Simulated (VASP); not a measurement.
# RbSi2 (P-3m1) in VASP: a series of runs, part 2 of 2

VASP 6.6.1. Earlier steps stand in the parts before.

### 3 Single point, r2SCAN

This run uses another cell than the first one, of 27.54 Å³/atom, 0.909 times its volume.

POSCAR

```
RbSi2
1.0
    3.9716658493      0.0000000000      0.0000000000
   -1.9858329247      3.4395635208      0.0000000000
    0.0000000000      0.0000000000      6.0474150687
Rb Si
1 2
Direct
    0.0000000000      0.0000000000      0.0000000000
    0.3333333333      0.6666666667      0.4489264928
    0.6666666667      0.3333333333      0.5510735072
```

INCAR.step1

```
SYSTEM = RbSi2
PREC = Accurate ; ENCUT = 520
ISMEAR = 0 ; SIGMA = 0.1
LREAL = .False. ; LASPH = .True.
NELM = 100 ; NBANDS = 16
GGA = PE ; ALGO = Normal
EDIFF = 1E-4 ; LWAVE = .True.
LCHARG = .False.
```

INCAR.step2

```
SYSTEM = RbSi2
PREC = Accurate ; ENCUT = 520
EDIFF = 1E-6 ; ISMEAR = 0
SIGMA = 0.1 ; LREAL = .False.
LASPH = .True. ; NELM = 100
ALGO = Normal ; ISIF = 2
LWAVE = .False. ; LCHARG = .False.
METAGGA = R2SCAN ; LMIXTAU = .True.
NBANDS = 16 ; ISTART = 1
```

KPOINTS

```
regular mesh
0
Gamma
  12 12 8
  0 0 0
```

Potentials or basis: VASP PAW PBE potentials, release 64 (Rb_sv, Si).

On the command line:

```sh
$ cat potpaw_PBE.64/Rb_sv/POTCAR potpaw_PBE.64/Si/POTCAR > POTCAR
$ cp INCAR.step1 INCAR
$ mpirun -np 1 vasp_std > vasp.out
$ cp INCAR.step2 INCAR
$ mpirun -np 1 vasp_std > vasp.out
```

OUTCAR:

```text
SYSTEM = RbSi2
   PREC = Accurate
   ENCUT = 520
   EDIFF = 1E-6
   ISMEAR = 0
   LREAL = .False.
   LASPH = .True.
   NELM = 100
   ISIF = 2
   METAGGA = R2SCAN
   ISTART = 1

 ion  position               nearest neighbor table
   1  0.000  0.000  0.000-   2 3.55   3 3.55   2 3.55   3 3.55   3 3.55   2 3.55   3 4.05   2 4.05
                             2 4.05   3 4.05   3 4.05   2 4.05
   2  0.333  0.667  0.449-   3 2.37   3 2.37   3 2.37   1 3.55   1 3.55   1 3.55   1 4.05   1 4.05
                             1 4.05
   3  0.667  0.333  0.551-   2 2.37   2 2.37   2 2.37   1 3.55   1 3.55   1 3.55   1 4.05   1 4.05
                             1 4.05

  LATTYP: Found a hexagonal cell.
 ALAT       =     3.9716658493
 C/A-ratio  =     1.5226394410

  Lattice vectors:

 A1 = (   3.9716658493,   0.0000000000,   0.0000000000)
 A2 = (  -1.9858329247,   3.4395635208,   0.0000000000)
 A3 = (   0.0000000000,   0.0000000000,   6.0474150687)

Analysis of symmetry for initial positions (statically):
=====================================================================
 Subroutine PRICEL returns:
 Original cell was already a primitive cell.

 Routine SETGRP: Setting up the symmetry group for a
 hexagonal supercell.

 Subroutine GETGRP returns: Found 12 space group operations
 (whereof 12 operations were pure point group operations)
 out of a pool of 24 trial point group operations.

The static configuration has the point symmetry D_3d.

Analysis of symmetry for dynamics (positions and initial velocities):
=====================================================================
 Subroutine PRICEL returns:
 Original cell was already a primitive cell.

 Routine SETGRP: Setting up the symmetry group for a
 hexagonal supercell.

 Subroutine GETGRP returns: Found 12 space group operations
 (whereof 12 operations were pure point group operations)
 out of a pool of 24 trial point group operations.

The dynamic configuration has the point symmetry D_3d.

 Subroutine INISYM returns: Found 12 space group operations
 (whereof 12 operations are pure point group operations),
 and found     1 'primitive' translations

----------------------------------------------------------------------------------------

                                     Primitive cell

  volume of cell :      82.6125

  direct lattice vectors                    reciprocal lattice vectors
     3.971665849  0.000000000  0.000000000     0.251783518  0.145367282  0.000000000
    -1.985832925  3.439563521  0.000000000     0.000000000  0.290734564  0.000000000
     0.000000000  0.000000000  6.047415069     0.000000000  0.000000000  0.165359908

  length of vectors
     3.971665849  3.971665849  6.047415069     0.290734564  0.290734564  0.165359908

  position of ions in fractional coordinates (direct lattice)
     0.000000000  0.000000000  0.000000000
     0.333333333  0.666666667  0.448926493
     0.666666667  0.333333333  0.551073507

  ion indices of the primitive-cell ions
   primitive index   ion index
                 1           1
                 2           2
                 3           3

[... 24 lines left out ...]
 Found    131 irreducible k-points:

 Following reciprocal coordinates:
            Coordinates               Weight
  0.000000  0.000000  0.000000      1.000000
  0.083333 -0.000000  0.000000      6.000000
  0.166667  0.000000  0.000000      6.000000
  0.250000  0.000000  0.000000      6.000000
  0.333333  0.000000  0.000000      6.000000
  0.416667  0.000000  0.000000      6.000000
[... 16 lines left out ...]
  0.166667  0.000000  0.125000      6.000000
  0.000000  0.166667  0.125000      6.000000
 [... further k-points ...]
   k-points           NKPTS =    131   k-points in BZ     NKDIM =    131   number of bands    NBANDS=     16
   number of dos      NEDOS =    301   number of ions     NIONS =      3
   total plane-waves  NPLWV =  43200
   dimension x,y,z NGX =    30 NGY =   30 NGZ =   48
   dimension x,y,z NGXF=    60 NGYF=   60 NGZF=   96
   ions per type =               1   2
   NGX,Y,Z   is equivalent  to a cutoff of  12.56, 12.56, 13.20 a.u.
   NGXF,Y,Z  is equivalent  to a cutoff of  25.11, 25.11, 26.39 a.u.
 SYSTEM =  RbSi2
   PREC   = accura    normal or accurate (medium, high low for compatibility)
   ISTART =      1    job   : 0-new  1-cont  2-samecut
   ICHARG =      0    charge: 1-file 2-atom 10-const
   ISPIN  =      1    spin polarized calculation?
   LNONCOLLINEAR =      F non collinear calculations
   LSORBIT =      F    spin-orbit coupling
   LASPH  =      T    aspherical Exc in radial PAW
   ENCUT  =  520.0 eV  38.22 Ry    6.18 a.u.   7.38  7.38 11.24*2*pi/ulx,y,z
   NELM   =    100;   NELMIN=  2; NELMDL=  0     # of ELM steps
   EDIFF  = 0.1E-05   stopping-criterion for ELM
   LREAL  =      F    real-space projection
   EDIFFG = 0.1E-04   stopping-criterion for IOM
   NSW    =      0    number of steps for IOM
   IBRION =     -1    ionic relax: 0-MD 1-quasi-New 2-CG
   NFREE  =      0    steps in history (QN), initial steepest desc. (CG)
   ISIF   =      2    stress and relaxation
   ISYM   =      2    0-nonsym 1-usesym 2-fastsym
   POTIM  = 0.5000    time-step for ionic-motion
   TEBEG  =    0.0;   TEEND  =   0.0 temperature during run
   PSTRESS=    0.0 pullay stress
   NELECT =      17.0000    total number of electrons
   NUPDOWN=      -1.0000    fix difference up-down
   EMIN   =  10.00;   EMAX   =-10.00  energy-range for DOS
   EFERMI =   0.00;   METHOD = LEGACY
   ISMEAR =     0;   SIGMA  =   0.10  broadening in eV -4-tet -1-fermi 0-gaus
   EFERMI_NEDOS =   21; number of points for ismear=-14 and -15
   IALGO  =     38    algorithm
   IMIX   =      4    mixing-type and parameters
     AMIX     =   0.40;   BMIX     =  1.00
     AMIX_MAG =   1.60;   BMIX_MAG =  1.00
  volume/ion in A,a.u.               =      27.54       185.83
  Fermi-wavevector in a.u.,A,eV,Ry     =   0.966516  1.826451 12.709934  0.934154
  Thomas-Fermi vector in A             =   2.096324
   LORBIT       =      0    0 simple, 1 ext, 2 COOP (PROOUT), +10 PAW based schemes
   METAGGA = R2SCAN    functional components
   LHFCALC =     F    Hartree Fock is set to
   AEXX    =    0.0000 exact exchange contribution
   IVDW    =     0    specifies the selected vdW correction
   LEPSILON=     F    determine dielectric tensor
   LRPA    =     F    only Hartree local field effects (RPA)
 non-spin polarized calculation
 Gauss-broadening in eV      SIGMA  =   0.10
  energy-cutoff  :      520.00
  volume of cell :       82.61
 maximum number of plane-waves:      2249
 NGX is ok and might be reduce to    30
   NGX = 15   NGY = 15   NGZ = 23

 number of electron      16.9999999 magnetization

 Free energy of the ion-electron system (eV)
  ---------------------------------------------------
  ext. energy  EPLUGINS =         0.00000000
  ---------------------------------------------------
  free energy    TOTEN  =       -31.41303426 eV

  energy without entropy =      -31.40827975  energy(sigma->0) =      -31.41065701

 E-fermi :   3.8879     XC(G=0):  -8.9489

 val. band max:        3.8864814212   @ k =   0.0000   0.0833   0.1250
 cond. band min:       3.8899802654   @ k =  -0.1667   0.4167   0.3750
 fundamental gap:      0.0034988442
 Fermi energy:         3.8878817016

 k-point     1 :       0.0000    0.0000    0.0000
  band No.  band energies     occupation
      1     -25.2747      2.00000
      2      -8.8857      2.00000
      3      -8.6010      2.00000
      4      -8.6010      2.00000
      5      -7.7391      2.00000
      6       0.1681      2.00000
[... 433 lines left out ...]
      3      -8.7934      2.00000
      4      -8.6384      2.00000
      5      -7.3200      2.00000
      6      -0.1154      2.00000
[... 8 lines left out ...]
     15       9.6570      0.00000
     16      10.1980      0.00000

 [... further k-points ...]

------------------------ aborting loop because EDIFF is reached ----------------------------------------

  FORCE on cell =-STRESS in cart. coord.  units (eV):
  Direction    XX          YY          ZZ          XY          YZ          ZX
  --------------------------------------------------------------------------------------
  -------------------------------------------------------------------------------------
  Total       -0.4792018     -0.4792018     -0.3163611      0.0000000      0.0000000     -0.0000000
  in kB       -9.2935840     -9.2935840     -6.1354696      0.0000000      0.0000000     -0.0000000
  external PRESSURE =      -8.2408792 kB  Pullay stress =       0.0000000 kB

 VOLUME and BASIS-vectors are now :
 -----------------------------------------------------------------------------
  energy-cutoff  :      520.00
  volume of cell :       82.61
      direct lattice vectors                 reciprocal lattice vectors
     3.971665849  0.000000000  0.000000000     0.251783518  0.145367282  0.000000000
    -1.985832925  3.439563521  0.000000000     0.000000000  0.290734564  0.000000000
     0.000000000  0.000000000  6.047415069     0.000000000  0.000000000  0.165359908

 POSITION                                       TOTAL-FORCE (eV/Angst)
 -----------------------------------------------------------------------------------
      0.00000      0.00000      0.00000         0.000000      0.000000      0.000000
     -0.00000      2.29304      2.71484        -0.000000      0.000000      0.163124
      1.98583      1.14652      3.33257        -0.000000      0.000000     -0.163124
 -----------------------------------------------------------------------------------
    total drift:                                0.000000     -0.000000     -0.000000

  FREE ENERGIE OF THE ION-ELECTRON SYSTEM (eV)
  ---------------------------------------------------
  free  energy   TOTEN  =       -31.4130342634 eV

  energy  without entropy=      -31.4082797481  energy(sigma->0) =      -31.41065701
```

It took 7.6 min on 1 thread of Intel Xeon 6975P-C, shared host; peak memory 0.32 GiB.

Results:

```yaml
Free_energy: -31.4130 eV
Pressure: -0.8 GPa
Largest_force: 0.163 eV/Å
```

Forces on the atoms (eV/Å):
```
Rb   0.000  0.000  0.000
Si   0.000  0.000  0.163
Si   0.000  0.000 -0.163
```

Caveat: the PAW data sets were made with another functional, which shifts forces and pressure a little.
